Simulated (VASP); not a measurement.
# C in VASP: a series of runs

Aim: see how the results for C move with the level of theory and the settings. Levels: PBE, LDA. Tasks: single point.

All numbers are computed with VASP 6.6.1; they aren't measurements. Logs are shortened: lines on timing, memory, paths and dates and some standing lists are left out, and cuts for length are marked.

**1. The cell of the first run**

The typed cell holds 2 atoms: a = 2.522 Å, b = 2.522 Å, c = 2.522 Å, α = 60.00°, β = 60.00°, γ = 60.00°.

**2. Single point, PBE (atoms moved at random)**

Input file INCAR:

```
SYSTEM = C
PREC = Accurate ; ENCUT = 400
EDIFF = 1E-7 ; ISMEAR = 0
SIGMA = 0.02 ; LREAL = .False.
LASPH = .True. ; ALGO = Normal
NELM = 100 ; ISIF = 2
LWAVE = .False. ; LCHARG = .False.
```

Input file KPOINTS:

```
k-points
0
Gamma
  11 11 11
```

Input file POSCAR:

```
C
1.0
    0.0000000000      1.7833700000      1.7833700000
    1.7833700000      0.0000000000      1.7833700000
    1.7833700000      1.7833700000      0.0000000000
C
2
Direct
    0.7522110000      0.7452370000      0.7483450000
    0.4991260000      0.4926460000      0.5018920000
```

Potentials or basis: VASP PAW PBE potentials, release 64 (C).

The run is started by

```sh
$ cat potpaw_PBE.64/C/POTCAR > POTCAR
$ mpirun -np 1 vasp_std > vasp.out
```

OUTCAR:

```text
SYSTEM = C
   PREC = Accurate
   ENCUT = 400
   EDIFF = 1E-7
   ISMEAR = 0
   LREAL = .False.
   LASPH = .True.
   NELM = 100
   ISIF = 2

 Found    666 irreducible k-points:

 Following reciprocal coordinates:
            Coordinates               Weight
  0.000000  0.000000  0.000000      1.000000
  0.090909  0.000000  0.000000      2.000000
  0.000000  0.090909  0.000000      2.000000
  0.000000  0.000000  0.090909      2.000000
  0.090909  0.090909  0.090909      2.000000
  0.181818  0.000000  0.000000      2.000000
   k-points           NKPTS =    666   k-points in BZ     NKDIM =    666   number of bands    NBANDS=      8
   number of dos      NEDOS =    301   number of ions     NIONS =      2
   total plane-waves  NPLWV =   4096
   dimension x,y,z NGX =    16 NGY =   16 NGZ =   16
   dimension x,y,z NGXF=    32 NGYF=   32 NGZF=   32
   ions per type =               2
   NGX,Y,Z   is equivalent  to a cutoff of  10.55, 10.55, 10.55 a.u.
   NGXF,Y,Z  is equivalent  to a cutoff of  21.09, 21.09, 21.09 a.u.
 SYSTEM =  C
   PREC   = accura    normal or accurate (medium, high low for compatibility)
   ISTART =      0    job   : 0-new  1-cont  2-samecut
   ICHARG =      2    charge: 1-file 2-atom 10-const
   ISPIN  =      1    spin polarized calculation?
   LNONCOLLINEAR =      F non collinear calculations
   LSORBIT =      F    spin-orbit coupling
   LASPH  =      T    aspherical Exc in radial PAW
   ENCUT  =  400.0 eV  29.40 Ry    5.42 a.u.   4.11  4.11  4.11*2*pi/ulx,y,z
   NELM   =    100;   NELMIN=  2; NELMDL= -5     # of ELM steps
   EDIFF  = 0.1E-06   stopping-criterion for ELM
   LREAL  =      F    real-space projection
   EDIFFG = 0.1E-05   stopping-criterion for IOM
   NSW    =      0    number of steps for IOM
   IBRION =     -1    ionic relax: 0-MD 1-quasi-New 2-CG
   NFREE  =      0    steps in history (QN), initial steepest desc. (CG)
   ISIF   =      2    stress and relaxation
   ISYM   =      2    0-nonsym 1-usesym 2-fastsym
   POTIM  = 0.5000    time-step for ionic-motion
   TEBEG  =    0.0;   TEEND  =   0.0 temperature during run

   SCALEE = 1.0000    scale energy and forces
   PSTRESS=    0.0 pullay stress
   NELECT =       8.0000    total number of electrons
   NUPDOWN=      -1.0000    fix difference up-down
   EMIN   =  10.00;   EMAX   =-10.00  energy-range for DOS
   EFERMI =   0.00;   METHOD = LEGACY
   ISMEAR =     0;   SIGMA  =   0.02  broadening in eV -4-tet -1-fermi 0-gaus
   EFERMI_NEDOS =   21; number of points for ismear=-14 and -15
   IALGO  =     38    algorithm
   IMIX   =      4    mixing-type and parameters
     AMIX     =   0.40;   BMIX     =  1.00
     AMIX_MAG =   1.60;   BMIX_MAG =  1.00
  volume/ion in A,a.u.               =       5.67        38.28
  Fermi-wavevector in a.u.,A,eV,Ry     =   1.457203  2.753714 28.891161  2.123440
  Thomas-Fermi vector in A             =   2.574032
   LORBIT       =      0    0 simple, 1 ext, 2 COOP (PROOUT), +10 PAW based schemes
   GGA     = PE    functional components
   LHFCALC =     F    Hartree Fock is set to
   AEXX    =    0.0000 exact exchange contribution
   IVDW    =     0    specifies the selected vdW correction
   LEPSILON=     F    determine dielectric tensor
   LRPA    =     F    only Hartree local field effects (RPA)

   CSHIFT  =0.1000    complex shift for real part using Kramers Kronig

   OMEGAMAX=  -1.0    maximum frequency
 non-spin polarized calculation
 Gauss-broadening in eV      SIGMA  =   0.02
  energy-cutoff  :      400.00
  volume of cell :       11.34
 maximum number of plane-waves:       212
   NGX =  9   NGY =  9   NGZ =  9

 number of electron       7.9999998 magnetization

 Free energy of the ion-electron system (eV)
  ---------------------------------------------------
  ext. energy  EPLUGINS =         0.00000000
  ---------------------------------------------------
  free energy    TOTEN  =       -18.19115150 eV

  energy without entropy =      -18.19115150  energy(sigma->0) =      -18.19115150

 E-fermi :  10.0301     XC(G=0): -13.2507

 val. band max:        9.9118947155   @ k =   0.0000   0.0000   0.0000
 cond. band min:      13.8574521062   @ k =   0.3636   0.0000   0.3636
 fundamental gap:      3.9455573907
 Fermi energy:        10.0301387637

 k-point     1 :       0.0000    0.0000    0.0000
  band No.  band energies     occupation
      1     -11.7512      2.00000
      2       9.5941      2.00000
      3       9.7481      2.00000
      4       9.9119      2.00000
      5      15.1976      0.00000
      6      15.3409      0.00000
      7      15.4783      0.00000
      8      23.0532      0.00000

 k-point     2 :       0.0909    0.0000    0.0000
  band No.  band energies     occupation
      1     -11.5224      2.00000
      2       8.2286      2.00000
      3       9.3258      2.00000
      4       9.5107      2.00000
      5      15.7073      0.00000
      6      15.8700      0.00000
      7      16.2288      0.00000
      8      23.2607      0.00000

 k-point     3 :       0.0000    0.0909    0.0000
  band No.  band energies     occupation
      1     -11.5224      2.00000
      2       8.2407      2.00000
      3       9.3109      2.00000
      4       9.5115      2.00000
      5      15.7055      0.00000
      6      15.8802      0.00000
      7      16.2217      0.00000
      8      23.2600      0.00000

 k-point     4 :       0.0000    0.0000    0.0909
  band No.  band energies     occupation
      1     -11.5223      2.00000
      2       8.3999      2.00000
      3       9.2303      2.00000
      4       9.4047      2.00000
      5      15.7824      0.00000
      6      15.9560      0.00000
      7      16.0872      0.00000
      8      23.2503      0.00000

 k-point     5 :       0.0909    0.0909    0.0909
  band No.  band energies     occupation
      1     -11.5223      2.00000
      2       8.3622      2.00000
      3       9.2279      2.00000
      4       9.4519      2.00000
      5      15.7390      0.00000
      6      15.9613      0.00000
      7      16.1207      0.00000
      8      23.2525      0.00000

 k-point     6 :       0.1818    0.0000    0.0000
  band No.  band energies     occupation
      1     -10.8395      2.00000
      2       5.4122      2.00000
      3       8.5321      2.00000
      4       8.7012      2.00000
      5      16.7500      0.00000
      6      16.9278      0.00000
      7      17.3510      0.00000
      8      23.8429      0.00000

 [... further k-points ...]
[... 5 lines left out ...]
  --------------------------------------------------------------------------------------
  -------------------------------------------------------------------------------------
  Total       -0.1275493     -0.1274785     -0.1293774     -0.0350280      0.0054908      0.0020090
  in kB      -18.0150016    -18.0049957    -18.2732055     -4.9473383      0.7755243      0.2837486
  external PRESSURE =     -18.0977343 kB  Pullay stress =       0.0000000 kB

 VOLUME and BASIS-vectors are now :
 -----------------------------------------------------------------------------
  energy-cutoff  :      400.00
  volume of cell :       11.34
      direct lattice vectors                 reciprocal lattice vectors
     0.000000000  1.783370000  1.783370000    -0.280368067  0.280368067  0.280368067
     1.783370000  0.000000000  1.783370000     0.280368067 -0.280368067  0.280368067
     1.783370000  1.783370000  0.000000000     0.280368067  0.280368067 -0.280368067

 POSITION                                       TOTAL-FORCE (eV/Angst)
 -----------------------------------------------------------------------------------
      2.66361      2.67605      2.67050         0.062411      0.028574     -0.376512
      1.77363      1.78519      1.76870        -0.062411     -0.028574      0.376512
 -----------------------------------------------------------------------------------
    total drift:                                0.000010     -0.000002      0.000008

  FREE ENERGIE OF THE ION-ELECTRON SYSTEM (eV)
  ---------------------------------------------------
  free  energy   TOTEN  =       -18.1911514995 eV

  energy  without entropy=      -18.1911514995  energy(sigma->0) =      -18.19115150
```

Wall time 8 s (1 thread of Intel Xeon 6975P-C (Granite Rapids), shared host); peak memory 0.13 GiB.

Results:

```
Free energy            : -18.1912 eV
Largest force          : 0.383 eV/Å
Band gap on the k mesh : 3.95 eV (least direct gap 5.29 eV)
```

Forces on the atoms (eV/Å):
```
C    0.062  0.029 -0.377
C   -0.062 -0.029  0.377
```

Levels at points of the mesh, in eV from the valence-band top:
```tsv
k point	band 1	band 2	band 3	band 4	band 5	band 6	band 7	band 8
(0.00, 0.00, 0.00)	-21.66	-0.32	-0.16	0.00	5.29	5.43	5.57	13.14
```

Caveat: the cell differs from its parent crystal (atoms moved at random); the cutoff is under 1.25 times the usual one of these potentials, so pressure, stress and relaxed cells hold a basis-set (Pulay) error; an odd mesh through Γ misses points on the zone boundary, where band edges can lie.

**3. Single point, PBE**

Input file INCAR:

```
SYSTEM = C
PREC = Accurate
ENCUT = 520
EDIFF = 1E-6
ISMEAR = -1
SIGMA = 0.03
LREAL = .False.
LASPH = .True.
NELM = 100
ALGO = Normal
ISIF = 2
LWAVE = .False.
LCHARG = .False.
GGA = PE
NBANDS = 11
```

Input file KPOINTS:

```
Automatic mesh
0
Gamma
  9 9 9
  0 0 0
```

Input file POSCAR:

```
C
1.0
    0.0000000000      1.7833700000      1.7833700000
    1.7833700000      0.0000000000      1.7833700000
    1.7833700000      1.7833700000      0.0000000000
C
2
Direct
    0.7500000000      0.7500000000      0.7500000000
    0.5000000000      0.5000000000      0.5000000000
```

Potentials or basis: VASP PAW PBE potentials, release 64 (C).

The run is started by

```sh
$ cat potpaw_PBE.64/C/POTCAR > POTCAR
$ mpirun -np 1 vasp_std > vasp.out
```

Run time: 4.3 s. Hardware: 1 thread of Intel Xeon Platinum 8488C (Sapphire Rapids), shared host; peak memory 0.12 GiB.

It converged, with:

- Free energy: -18.1850 eV
- Pressure: 2.5 GPa
- Band gap on the k mesh: 4.15 eV (least direct gap 5.59 eV)

Levels at points of the mesh, in eV from the valence-band top:
| k point | band 1 | band 2 | band 3 | band 4 | band 5 | band 6 | band 7 | band 8 | band 9 |
| --- | --- | --- | --- | --- | --- | --- | --- | --- | --- |
| (0.00, 0.00, 0.00) | -21.48 | 0.00 | 0.00 | 0.00 | 5.59 | 5.59 | 5.59 | 13.33 | 19.29 |

Caveat: an odd mesh through Γ misses points on the zone boundary, where band edges can lie.

**4. Single point, LDA**

This run uses another cell than the first one, of 5.51 Å³/atom.

Input file INCAR:

```
ALGO = Normal
EDIFF = 1E-6
ENCUT = 520
ISIF = 2
ISMEAR = -1
LASPH = True
LCHARG = True
LELF = True
LREAL = False
LVHAR = True
LWAVE = False
NBANDS = 11
NELM = 80
PREC = Accurate
SIGMA = 0.05
```

Input file KPOINTS:

```
k-points
0
Gamma
  13 13 13
```

Input file POSCAR:

```
C
1.0
    0.0000000000      1.7660397972      1.7660397972
    1.7660397972      0.0000000000      1.7660397972
    1.7660397972      1.7660397972      0.0000000000
C
2
Direct
    0.7500000000      0.7500000000      0.7500000000
    0.5000000000      0.5000000000      0.5000000000
```

Potentials or basis: VASP PAW LDA potentials, release 64 (C).

The run is started by

```sh
$ cat potpaw_LDA.64/C/POTCAR > POTCAR
$ mpirun -np 1 vasp_std > vasp.out
```

Run time: 6.6 s. Hardware: 1 thread of Intel Xeon Platinum 8488C (Sapphire Rapids), shared host; peak memory 0.11 GiB.

Results (log left out):

```
Free energy            : -20.2453 eV
Pressure               : 1.5 GPa
Band gap on the k mesh : 4.18 eV (least direct gap 5.63 eV)
```

Levels at points of the mesh, in eV from the valence-band top:
| k point | band 2 | band 3 | band 4 | band 5 | band 6 | band 7 |
| --- | --- | --- | --- | --- | --- | --- |
| (0.00, 0.00, 0.00) | 0.00 | 0.00 | 0.00 | 5.63 | 5.63 | 5.63 |

Caveat: an odd mesh through Γ misses points on the zone boundary, where band edges can lie.

**5. Single point, PBE**

Input file INCAR:

```
  PREC = Accurate
  ENCUT = 520
  EDIFF = 1E-6
  ISMEAR = 0
  SIGMA = 0.011
  LREAL = False
  LASPH = True
  NELM = 100
  ALGO = Normal
  ISIF = 2
  LWAVE = False
  LCHARG = False
  GGA = PE
  NBANDS = 11
```

Input file KPOINTS:

```
regular mesh
0
Gamma
  13 13 13
```

Input file POSCAR:

```
C
1.0
    0.0000000000      1.7833700000      1.7833700000
    1.7833700000      0.0000000000      1.7833700000
    1.7833700000      1.7833700000      0.0000000000
C
2
Direct
    0.7500000000      0.7500000000      0.7500000000
    0.5000000000      0.5000000000      0.5000000000
```

Potentials or basis: VASP PAW PBE potentials, release 64 (C).

The run is started by

```sh
$ cat potpaw_PBE.64/C/POTCAR > POTCAR
$ mpirun -np 1 vasp_std > vasp.out
```

OUTCAR:

```text
PREC = Accurate
   ENCUT = 520
   EDIFF = 1E-6
   ISMEAR = 0
   LREAL = False
   LASPH = True
   NELM = 100
   ISIF = 2
   GGA = PE

 ion  position               nearest neighbor table
   1  0.750  0.750  0.750-   2 1.54   2 1.54   2 1.54   2 1.54
   2  0.500  0.500  0.500-   1 1.54   1 1.54   1 1.54   1 1.54

  LATTYP: Found a face centered cubic cell.
 ALAT       =     3.5667400000

  Lattice vectors:

 A1 = (   0.0000000000,   1.7833700000,   1.7833700000)
 A2 = (   1.7833700000,   0.0000000000,   1.7833700000)
 A3 = (   1.7833700000,   1.7833700000,   0.0000000000)

Analysis of symmetry for initial positions (statically):
=====================================================================
 Subroutine PRICEL returns:
 Original cell was already a primitive cell.

 Routine SETGRP: Setting up the symmetry group for a
 face centered cubic supercell.

 Subroutine GETGRP returns: Found 48 space group operations
 (whereof 24 operations were pure point group operations)
 out of a pool of 48 trial point group operations.

The static configuration has the point symmetry T_d .
 The point group associated with its full space group is O_h .

[... 165 lines left out ...]
 fundamental gap:      4.1417845445
 Fermi energy:         9.8941006824

 k-point     1 :       0.0000    0.0000    0.0000
  band No.  band energies     occupation
      1     -11.7473      2.00000
      2       9.7301      2.00000
      3       9.7301      2.00000
      4       9.7301      2.00000
      5      15.3200      0.00000
      6      15.3200      0.00000
      7      15.3200      0.00000
      8      23.0620      0.00000
      9      29.0239      0.00000
     10      36.2645      0.00000
     11      36.2645      0.00000
[... 309 lines left out ...]
 k-point    24 :       0.4615    0.1538    0.0000
  band No.  band energies     occupation
      1      -6.7339      2.00000
      2      -1.5075      2.00000
      3       5.2987      2.00000
      4       5.8280      2.00000
      5      16.8132      0.00000
      6      20.3145      0.00000
      7      20.6233      0.00000
      8      23.6483      0.00000
      9      30.3377      0.00000
     10      33.0166      0.00000
     11      36.8014      0.00000

 [... further k-points ...]
[... 5 lines left out ...]
  --------------------------------------------------------------------------------------
  -------------------------------------------------------------------------------------
  Total        0.1739825      0.1739825      0.1739825     -0.0000000     -0.0000000      0.0000000
  in kB       24.5732070     24.5732070     24.5732070     -0.0000000     -0.0000000      0.0000000
  external PRESSURE =      24.5732070 kB  Pullay stress =       0.0000000 kB

 VOLUME and BASIS-vectors are now :
 -----------------------------------------------------------------------------
  energy-cutoff  :      520.00
  volume of cell :       11.34
      direct lattice vectors                 reciprocal lattice vectors
     0.000000000  1.783370000  1.783370000    -0.280368067  0.280368067  0.280368067
     1.783370000  0.000000000  1.783370000     0.280368067 -0.280368067  0.280368067
     1.783370000  1.783370000  0.000000000     0.280368067  0.280368067 -0.280368067

 POSITION                                       TOTAL-FORCE (eV/Angst)
 -----------------------------------------------------------------------------------
      2.67505      2.67505      2.67505         0.000000      0.000000      0.000000
      1.78337      1.78337      1.78337        -0.000000     -0.000000     -0.000000
 -----------------------------------------------------------------------------------
    total drift:                                0.000000     -0.000000      0.000000

  FREE ENERGIE OF THE ION-ELECTRON SYSTEM (eV)
  ---------------------------------------------------
  free  energy   TOTEN  =       -18.1852557273 eV

  energy  without entropy=      -18.1852557273  energy(sigma->0) =      -18.18525573
```

OSZICAR:

```text
N       E                     dE             d eps       ncg     rms          rms(c)
DAV:   1     0.867276244976E+00    0.86728E+00   -0.46989E+03  1915   0.697E+02
DAV:   2    -0.184496570181E+02   -0.19317E+02   -0.18804E+02  2422   0.128E+02
DAV:   3    -0.188234910506E+02   -0.37383E+00   -0.37283E+00  2154   0.136E+01
DAV:   4    -0.188241061475E+02   -0.61510E-03   -0.61508E-03  1999   0.697E-01
DAV:   5    -0.188241068252E+02   -0.67768E-06   -0.67765E-06  2167   0.222E-02    0.556E+00
DAV:   6    -0.183447185074E+02    0.47939E+00   -0.25034E-01  1887   0.352E+00    0.332E+00
DAV:   7    -0.181833784920E+02    0.16134E+00   -0.30670E-01  2007   0.395E+00    0.758E-01
DAV:   8    -0.181851940495E+02   -0.18156E-02   -0.85971E-03  1944   0.692E-01    0.436E-02
DAV:   9    -0.181852349706E+02   -0.40921E-04   -0.61831E-05  2204   0.633E-02    0.246E-02
DAV:  10    -0.181852556557E+02   -0.20685E-04   -0.15538E-05  1962   0.347E-02    0.536E-03
DAV:  11    -0.181852557273E+02   -0.71572E-07   -0.24983E-07  1665   0.458E-03
   1 F= -.18185256E+02 E0= -.18185256E+02  d E =-.250399-101
```

Wall time 7.9 s (1 thread of Intel Xeon Platinum 8488C (Sapphire Rapids), shared host); peak memory 0.12 GiB.

Results:

| Property | Result |
| --- | --- |
| Free energy | -18.1853 eV |
| Pressure | 2.5 GPa |
| Band gap on the k mesh | 4.14 eV (least direct gap 5.59 eV) |

Levels at points of the mesh, in eV from the valence-band top:
```csv
k point,band 1,band 2,band 3,band 4,band 5,band 6,band 7,band 8
"(0.00, 0.00, 0.00)",-21.48,0.00,0.00,0.00,5.59,5.59,5.59,13.33
```

Caveat: an odd mesh through Γ misses points on the zone boundary, where band edges can lie.

**6. Summary**

| level | potentials or basis | cell | k mesh | cutoff (eV) | smearing | dipole correction | gap on the mesh (eV) | pressure (GPa) |
| --- | --- | --- | --- | --- | --- | --- | --- | --- |
| PBE | VASP PAW PBE potentials, release 64 (C) | a = 2.522 Å, angles 60.0°, 2 atoms | 11 × 11 × 11 | 400 | gaussian 0.02 eV | - | 3.95 | - |
| PBE | VASP PAW PBE potentials, release 64 (C) | a = 2.522 Å, angles 60.0°, 2 atoms | 9 × 9 × 9 | 520 | fermi-dirac 0.03 eV | no | 4.15 | 2.5 |
| LDA | VASP PAW LDA potentials, release 64 (C) | a = 2.498 Å, angles 60.0°, 2 atoms | 13 × 13 × 13 | 520 | fermi-dirac 0.05 eV | no | 4.18 | 1.5 |
| PBE | VASP PAW PBE potentials, release 64 (C) | a = 2.522 Å, angles 60.0°, 2 atoms | 13 × 13 × 13 | 520 | gaussian 0.011 eV | no | 4.14 | 2.5 |

Some of these runs hold the atoms at other places in the same cell, which the table doesn't show; runs alike in all that it shows share one row.

Alike in all rows: task single point; no spin polarisation.

Caveats: an odd mesh through Γ misses points on the zone boundary, where band edges can lie; the cutoff is under 1.25 times the usual one of these potentials, so pressure, stress and relaxed cells hold a basis-set (Pulay) error (at least some runs).

Total energies depend on the potentials used, so only differences within one code and one set of settings carry meaning.
